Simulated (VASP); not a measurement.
A run of VASP 6.6.1 is set up as follows.

File INCAR:

```
SYSTEM = LiTa4O
PREC = Accurate
ENCUT = 520
EDIFF = 1E-7
ISMEAR = 0
SIGMA = 0.1
LREAL = .FALSE.
LASPH = .TRUE.
NELM = 150
ALGO = Normal
ISIF = 2
LWAVE = .FALSE.
LCHARG = .TRUE.
ISPIN = 2
MAGMOM = 0 1 1 1 1 0
LORBIT = 11
LMAXMIX = 4
GGA = PE
LELF = .TRUE.
LVHAR = .TRUE.
NBANDS = 40
```

The input KPOINTS:

```
regular mesh
0
G
  6 6 2
  0 0 0
```

File POSCAR:

```
LiTa4O
1.0
    2.8583504100      0.0000000000      0.0000000000
   -1.4291752000      2.4754040600      0.0000000000
    0.0000000000      0.0000000000     11.3282198900
Li Ta O
1 4 1
Direct
    0.0000000000      0.0000000000      0.5000000000
    0.6666666700      0.3333333300      0.6276410200
    0.0000000000      0.0000000000      0.8771510100
    0.0000000000      0.0000000000      0.1228489900
    0.6666666700      0.3333333300      0.3723589800
    0.6666666700      0.3333333300      0.0000000000
```

Potentials or basis: VASP PAW PBE potentials, release 64 (Li_sv, Ta_pv, O).

Launch:

```bash
$ cat potpaw_PBE.64/Li_sv/POTCAR potpaw_PBE.64/Ta_pv/POTCAR potpaw_PBE.64/O/POTCAR > POTCAR
$ mpirun -np 1 vasp_std > vasp.out
```

Task: Predict the net moment.

Result: 0.00 μB per cell.

Task: What does it give for the largest force?

Result: 7.464 eV/Å.

Forces in eV/Å, atoms in the order of the input:
```
Li   0.000  0.000  0.000
Ta   0.000  0.000  7.464
Ta   0.000  0.000 -4.418
Ta   0.000  0.000  4.418
Ta   0.000  0.000 -7.464
O    0.000  0.000  0.000
```

Caveat: the k points lie up to 0.42 Å⁻¹ apart; forces of over 1 eV/Å act on the atoms, so gaps and moduli don't describe the material at rest.
